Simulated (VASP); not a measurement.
# Sb (P6_3/mmc) in VASP: notebook, part 2 of 2

VASP 6.6.1. The steps go on from the part before.

## (3) Single point, PBEsol

This run uses another cell than the first one, of the same volume but with other edges.

Contents of INCAR:

```
PREC = Accurate
ENCUT = 520
EDIFF = 1E-6
ISMEAR = 0
SIGMA = 0.15
LREAL = False
LASPH = True
NELM = 100
ALGO = Normal
ISIF = 2
LWAVE = False
LCHARG = False
GGA = PS
NBANDS = 12
```

Contents of KPOINTS:

```
Automatic mesh
0
Gamma
  18 18 10
```

Contents of POSCAR:

```
Sb
1.0
    3.1703505502      0.0000000000      0.0000000000
   -1.5851752751      2.7456041154      0.0000000000
    0.0000000000      0.0000000000      6.0188664407
Sb
2
Direct
    0.3333333333      0.6666666667      0.2500000000
    0.6666666667      0.3333333333      0.7500000000
```

Potentials or basis: VASP PAW PBE potentials, release 64 (Sb).

Launch:

```
> cat potpaw_PBE.64/Sb/POTCAR > POTCAR
> mpirun -np 1 vasp_std > vasp.out
```

OUTCAR:

```text
PREC = Accurate
   ENCUT = 520
   EDIFF = 1E-6
   ISMEAR = 0
   LREAL = False
   LASPH = True
   NELM = 100
   ISIF = 2
   GGA = PS

 ion  position               nearest neighbor table
   1  0.333  0.667  0.250-   2 3.52   2 3.52   2 3.52   2 3.52   2 3.52   2 3.52
   2  0.667  0.333  0.750-   1 3.52   1 3.52   1 3.52   1 3.52   1 3.52   1 3.52

  LATTYP: Found a hexagonal cell.
 ALAT       =     3.1703505502
 C/A-ratio  =     1.8984860965

  Lattice vectors:

 A1 = (   3.1703505502,   0.0000000000,   0.0000000000)
 A2 = (  -1.5851752751,   2.7456041154,   0.0000000000)
 A3 = (   0.0000000000,   0.0000000000,   6.0188664407)

Analysis of symmetry for initial positions (statically):
=====================================================================
 Subroutine PRICEL returns:
 Original cell was already a primitive cell.

 Routine SETGRP: Setting up the symmetry group for a
 hexagonal supercell.

 Subroutine GETGRP returns: Found 24 space group operations
 (whereof 12 operations were pure point group operations)
 out of a pool of 24 trial point group operations.

The static configuration has the point symmetry D_3d.
 The point group associated with its full space group is D_6h.

Analysis of symmetry for dynamics (positions and initial velocities):
=====================================================================
 Subroutine PRICEL returns:
 Original cell was already a primitive cell.

 Routine SETGRP: Setting up the symmetry group for a
 hexagonal supercell.

 Subroutine GETGRP returns: Found 24 space group operations
 (whereof 12 operations were pure point group operations)
 out of a pool of 24 trial point group operations.

The dynamic configuration has the point symmetry D_3d.
 The point group associated with its full space group is D_6h.

 Subroutine INISYM returns: Found 24 space group operations
 (whereof 12 operations are pure point group operations),
 and found     1 'primitive' translations

----------------------------------------------------------------------------------------

                                     Primitive cell

  volume of cell :      52.3914

  direct lattice vectors                    reciprocal lattice vectors
     3.170350550  0.000000000  0.000000000     0.315422533  0.182109284  0.000000000
    -1.585175275  2.745604115  0.000000000     0.000000000  0.364218568  0.000000000
     0.000000000  0.000000000  6.018866441     0.000000000  0.000000000  0.166144242

  length of vectors
     3.170350550  3.170350550  6.018866441     0.364218568  0.364218568  0.166144242

  position of ions in fractional coordinates (direct lattice)
     0.333333333  0.666666667  0.250000000
     0.666666667  0.333333333  0.750000000

  ion indices of the primitive-cell ions
   primitive index   ion index
                 1           1
                 2           2

----------------------------------------------------------------------------------------

 KPOINTS: Automatic mesh

Automatic generation of k-mesh.
 Grid dimensions read from file:
 generate k-points for:   18   18   10

 Generating k-lattice:

  Cartesian coordinates                     Fractional coordinates (reciprocal lattice)
     0.017523474  0.010117182  0.000000000     0.055555556  0.000000000  0.000000000
     0.000000000  0.020234365  0.000000000     0.000000000  0.055555556  0.000000000
     0.000000000  0.000000000  0.016614424     0.000000000  0.000000000  0.100000000

  Length of vectors
     0.020234365  0.020234365  0.016614424

  Shift w.r.t. Gamma in fractional coordinates (k-lattice)
     0.000000000  0.000000000  0.000000000

 Subroutine IBZKPT returns following result:
 ===========================================

 Found    222 irreducible k-points:

 Following reciprocal coordinates:
            Coordinates               Weight
  0.000000  0.000000  0.000000      1.000000
  0.055556 -0.000000  0.000000      6.000000
  0.111111 -0.000000  0.000000      6.000000
  0.166667  0.000000  0.000000      6.000000
  0.222222  0.000000  0.000000      6.000000
  0.277778 -0.000000  0.000000      6.000000
[... 16 lines left out ...]
  0.333333  0.111111  0.000000     12.000000
  0.388889  0.111111  0.000000     12.000000
 [... further k-points ...]
   k-points           NKPTS =    222   k-points in BZ     NKDIM =    222   number of bands    NBANDS=     12
   number of dos      NEDOS =    301   number of ions     NIONS =      2
   total plane-waves  NPLWV =  27648
   dimension x,y,z NGX =    24 NGY =   24 NGZ =   48
   dimension x,y,z NGXF=    48 NGYF=   48 NGZF=   96
   ions per type =               2
   NGX,Y,Z   is equivalent  to a cutoff of  12.59, 12.59, 13.26 a.u.
   NGXF,Y,Z  is equivalent  to a cutoff of  25.17, 25.17, 26.52 a.u.
 SYSTEM =  unknown system
   PREC   = accura    normal or accurate (medium, high low for compatibility)
   ISTART =      0    job   : 0-new  1-cont  2-samecut
   ICHARG =      2    charge: 1-file 2-atom 10-const
   ISPIN  =      1    spin polarized calculation?
   LNONCOLLINEAR =      F non collinear calculations
   LSORBIT =      F    spin-orbit coupling
   LASPH  =      T    aspherical Exc in radial PAW
   ENCUT  =  520.0 eV  38.22 Ry    6.18 a.u.   5.89  5.89 11.19*2*pi/ulx,y,z
   NELM   =    100;   NELMIN=  2; NELMDL= -5     # of ELM steps
   EDIFF  = 0.1E-05   stopping-criterion for ELM
   LREAL  =      F    real-space projection
   EDIFFG = 0.1E-04   stopping-criterion for IOM
   NSW    =      0    number of steps for IOM
   IBRION =     -1    ionic relax: 0-MD 1-quasi-New 2-CG
   NFREE  =      0    steps in history (QN), initial steepest desc. (CG)
   ISIF   =      2    stress and relaxation
   ISYM   =      2    0-nonsym 1-usesym 2-fastsym
   POTIM  = 0.5000    time-step for ionic-motion
   TEBEG  =    0.0;   TEEND  =   0.0 temperature during run
   PSTRESS=    0.0 pullay stress
   NELECT =      10.0000    total number of electrons
   NUPDOWN=      -1.0000    fix difference up-down
   EMIN   =  10.00;   EMAX   =-10.00  energy-range for DOS
   EFERMI =   0.00;   METHOD = LEGACY
   ISMEAR =     0;   SIGMA  =   0.15  broadening in eV -4-tet -1-fermi 0-gaus
   EFERMI_NEDOS =   21; number of points for ismear=-14 and -15
   IALGO  =     38    algorithm
   IMIX   =      4    mixing-type and parameters
     AMIX     =   0.40;   BMIX     =  1.00
     AMIX_MAG =   1.60;   BMIX_MAG =  1.00
  volume/ion in A,a.u.               =      26.20       176.78
  Fermi-wavevector in a.u.,A,eV,Ry     =   0.942587  1.781231 12.088376  0.888471
  Thomas-Fermi vector in A             =   2.070211
   LORBIT       =      0    0 simple, 1 ext, 2 COOP (PROOUT), +10 PAW based schemes
   GGA     = PS    functional components
   LHFCALC =     F    Hartree Fock is set to
   AEXX    =    0.0000 exact exchange contribution
   IVDW    =     0    specifies the selected vdW correction
   LEPSILON=     F    determine dielectric tensor
   LRPA    =     F    only Hartree local field effects (RPA)
 non-spin polarized calculation
 Gauss-broadening in eV      SIGMA  =   0.15
  energy-cutoff  :      520.00
  volume of cell :       52.39
 maximum number of plane-waves:      1432
 NGX is ok and might be reduce to    24

 number of electron      10.0000001 magnetization

 Free energy of the ion-electron system (eV)
  ---------------------------------------------------
  ext. energy  EPLUGINS =         0.00000000
  ---------------------------------------------------
  free energy    TOTEN  =        -8.57973546 eV

  energy without entropy =       -8.56673574  energy(sigma->0) =       -8.57323560

 E-fermi :   8.7884     XC(G=0): -10.4300

 val. band max:        8.7854628628   @ k =   0.2222   0.1111   0.0000
 cond. band min:       8.7921455285   @ k =   0.2222   0.2222   0.4000
 fundamental gap:      0.0066826657
 Fermi energy:         8.7883773869

 k-point     1 :       0.0000    0.0000    0.0000
  band No.  band energies     occupation
      1      -4.5004      2.00000
      2      -1.9402      2.00000
      3       2.5719      2.00000
      4      11.6875      0.00000
      5      14.2472      0.00000
      6      14.2472      0.00000
      7      15.3756      0.00000
      8      15.3756      0.00000
      9      15.9804      0.00000
     10      18.5460      0.00000
     11      19.2408      0.00000
     12      19.6227      0.00000
[... 331 lines left out ...]
 k-point    24 :       0.3889    0.1111    0.0000
  band No.  band energies     occupation
      1      -0.4933      2.00000
      2       1.1617      2.00000
      3       3.7207      2.00000
      4       5.2804      2.00000
      5       6.5091      2.00000
      6       8.7314      1.40911
      7       9.2618      0.00001
      8      10.9910      0.00000
      9      14.9123      0.00000
     10      16.3278      0.00000
     11      17.8236      0.00000
     12      19.0756      0.00000

 [... further k-points ...]
[... 5 lines left out ...]
  --------------------------------------------------------------------------------------
  -------------------------------------------------------------------------------------
  Total        1.4822816      1.4822816     -1.0639202      0.0000000     -0.0000000     -0.0000000
  in kB       45.3295489     45.3295489    -32.5356689      0.0000000     -0.0000000     -0.0000000
  external PRESSURE =      19.3744763 kB  Pullay stress =       0.0000000 kB

 VOLUME and BASIS-vectors are now :
 -----------------------------------------------------------------------------
  energy-cutoff  :      520.00
  volume of cell :       52.39
      direct lattice vectors                 reciprocal lattice vectors
     3.170350550  0.000000000  0.000000000     0.315422533  0.182109284  0.000000000
    -1.585175275  2.745604115  0.000000000     0.000000000  0.364218568  0.000000000
     0.000000000  0.000000000  6.018866441     0.000000000  0.000000000  0.166144242

 POSITION                                       TOTAL-FORCE (eV/Angst)
 -----------------------------------------------------------------------------------
     -0.00000      1.83040      1.50472         0.000000      0.000000      0.000000
      1.58518      0.91520      4.51415        -0.000000     -0.000000      0.000000
 -----------------------------------------------------------------------------------
    total drift:                               -0.000000      0.000000      0.000000

  FREE ENERGIE OF THE ION-ELECTRON SYSTEM (eV)
  ---------------------------------------------------
  free  energy   TOTEN  =        -8.5797354563 eV

  energy  without entropy=       -8.5667357352  energy(sigma->0) =       -8.57323560
```

OSZICAR:

```text
N       E                     dE             d eps       ncg     rms          rms(c)
DAV:   1     0.332310344106E+02    0.33231E+02   -0.35920E+03  5328   0.663E+02
DAV:   2    -0.674830852981E+01   -0.39979E+02   -0.38501E+02  7100   0.108E+02
DAV:   3    -0.857856218909E+01   -0.18303E+01   -0.18137E+01  6608   0.257E+01
DAV:   4    -0.859332076212E+01   -0.14759E-01   -0.14755E-01  6092   0.272E+00
DAV:   5    -0.859347296545E+01   -0.15220E-03   -0.15220E-03  6376   0.308E-01    0.257E+00
DAV:   6    -0.858454212398E+01    0.89308E-02   -0.34383E-03  6036   0.277E-01    0.148E+00
DAV:   7    -0.857974482051E+01    0.47973E-02   -0.66685E-03  5788   0.385E-01    0.375E-02
DAV:   8    -0.857973516985E+01    0.96507E-05   -0.15924E-04  6388   0.813E-02    0.128E-02
DAV:   9    -0.857973545626E+01   -0.28642E-06   -0.34339E-06  6160   0.131E-02
   1 F= -.85797355E+01 E0= -.85732356E+01  d E =-.129997E-01
```

Run time: 30 s. Hardware: 1 thread of Intel Xeon Platinum 8559C (Emerald Rapids), shared host; peak memory 0.25 GiB.

Results:

```
Free energy            : -8.5797 eV
Pressure               : 1.9 GPa
Band gap on the k mesh : zero (band 5 reaches 14.80 eV, above the bottom of band 6 at 5.23 eV)
```

Levels at points of the mesh, in eV from the Fermi level:
```
           k point  band 1  band 2  band 3  band 4  band 5  band 6  band 7  band 8  band 9  band 10
(0.00, 0.00, 0.00)  -13.29  -10.73   -6.22    2.90    5.46    5.46    6.59    6.59    7.19     9.76
(0.50, 0.00, 0.00)   -8.94   -7.93   -5.20   -4.33   -2.04   -0.11    1.54    3.73    5.50     7.22
(0.00, 0.00, 0.50)  -12.36  -12.36   -2.48   -2.48    6.01    6.01    6.01    6.01   10.27    10.27
(0.50, 0.00, 0.50)   -8.28   -8.28   -5.65   -5.65    0.95    0.95    2.43    2.43    5.12     5.12
```

Caveat: the PAW data sets were made with another functional, which shifts forces and pressure a little; spin-orbit coupling is left out, which moves the levels of the heavy elements.

## (4) Single point, PBEsol

This run uses another cell than the first one, of the same volume but with other edges.

Contents of INCAR:

```
SYSTEM = Sb
PREC = Accurate ; ENCUT = 520
EDIFF = 1E-6 ; ISMEAR = 0
SIGMA = 0.15 ; LREAL = .FALSE.
LASPH = .TRUE. ; NELM = 80
ALGO = Normal ; ISIF = 2
LWAVE = .FALSE. ; LCHARG = .FALSE.
GGA = PS ; NBANDS = 12
```

Contents of KPOINTS:

```
regular mesh
0
G
  18 18 10
  0 0 0
```

Contents of POSCAR:

```
Sb
1.0
    3.4639511463      0.0000000000      0.0000000000
   -1.7319755732      2.9998696902      0.0000000000
    0.0000000000      0.0000000000      5.0418017026
Sb
2
Direct
    0.3333333333      0.6666666667      0.2500000000
    0.6666666667      0.3333333333      0.7500000000
```

Launch:

```
> cat potpaw_PBE.64/Sb/POTCAR > POTCAR
> mpirun -np 1 vasp_std > vasp.out
```

Wall time 42 s (1 thread of Intel Xeon Platinum 8559C (Emerald Rapids), shared host); peak memory 0.26 GiB.

It converged, with:

```yaml
Free_energy: -8.6711 eV
Pressure: 0.1 GPa
Band_gap_on_the_k_mesh: zero (band 5 reaches 12.22 eV, above the bottom of band 6 at 5.46 eV)
```

Stress tensor (GPa, compression positive):
```
-0.15  0.00  0.00
 0.00 -0.15  0.00
 0.00  0.00  0.46
```

Levels at points of the mesh, in eV from the Fermi level:
| k point | band 3 | band 4 | band 5 | band 6 | band 7 | band 8 |
| --- | --- | --- | --- | --- | --- | --- |
| (0.00, 0.00, 0.00) | -5.67 | 2.48 | 2.48 | 4.61 | 4.61 | 6.43 |
| (0.50, 0.00, 0.00) | -3.70 | -2.37 | -2.12 | -0.46 | -0.08 | 3.80 |
| (0.00, 0.00, 0.50) | 0.70 | 0.70 | 3.56 | 3.56 | 3.56 | 3.56 |
| (0.50, 0.00, 0.50) | -5.44 | -5.44 | 1.12 | 1.12 | 2.50 | 2.50 |

Caveat: the PAW data sets were made with another functional, which shifts forces and pressure a little; spin-orbit coupling is left out, which moves the levels of the heavy elements.

## (5) Overview

```csv
cell,gap on the mesh (eV),pressure (GPa)
"a = 3.557, b = 3.557, c = 4.783 Å, angles 90.0, 90.0, 120.0°, 2 atoms",none,1.1
"a = 3.170, b = 3.170, c = 6.019 Å, angles 90.0, 90.0, 120.0°, 2 atoms",none,1.9
"a = 3.464, b = 3.464, c = 5.042 Å, angles 90.0, 90.0, 120.0°, 2 atoms",none,0.1
```

Alike in all rows: task single point; level PBEsol; potentials or basis VASP PAW PBE potentials, release 64 (Sb); no spin polarisation; k mesh 18 × 18 × 10; cutoff (eV) 520; smearing gaussian 0.15 eV.

Caveats: the PAW data sets were made with another functional, which shifts forces and pressure a little; spin-orbit coupling is left out, which moves the levels of the heavy elements.

Total energies depend on the potentials used, so only differences within one code and one set of settings carry meaning.
